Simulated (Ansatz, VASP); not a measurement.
# Ga5N4: VASP beside Ansatz

```xyz
9
Lattice="3.2163 0.0000 0.0000 0.0000 3.2163 0.0000 0.0000 0.0000 24.0970" Properties=species:S:1:pos:R:3 pbc="T T T"
Ga    1.6081    1.6081    7.5000
Ga    0.0000    0.0000    9.7742
Ga    1.6081    1.6081   12.0485
Ga    0.0000    0.0000   14.3227
Ga    1.6081    1.6081   16.5970
N     1.6081    0.0000    8.6371
N     0.0000    1.6081   10.9114
N     1.6081    0.0000   13.1856
N     0.0000    1.6081   15.4598
```

Alike in both runs: task single point; functional PBE; k mesh 8 × 8 × 1; occupations gaussian, width 0.05 eV; no spin polarisation.

|  | VASP | Ansatz |
| --- | --- | --- |
| version | VASP 6.6.1 | Ansatz 0.2.0 |
| potentials or method | VASP PAW PBE potentials, release 64 (Ga_d, N), cutoff 520 eV | scalar-relativistic, plane waves, PAW |
| valence electrons in the cell | 85 | 85 |

VASP gave:

* gap on the k mesh at the Fermi level (eV): none
* rms of the force components (eV/Å): 0.310

**Question.** What did Ansatz give for the same quantities?

**Answer.** gap on the k mesh at the Fermi level (eV): none; rms of the force components (eV/Å): 0.303.

A gap of «none» marks a metal or a gap that the smearing closes. Ansatz's warnings: xc potential rough in thin density.
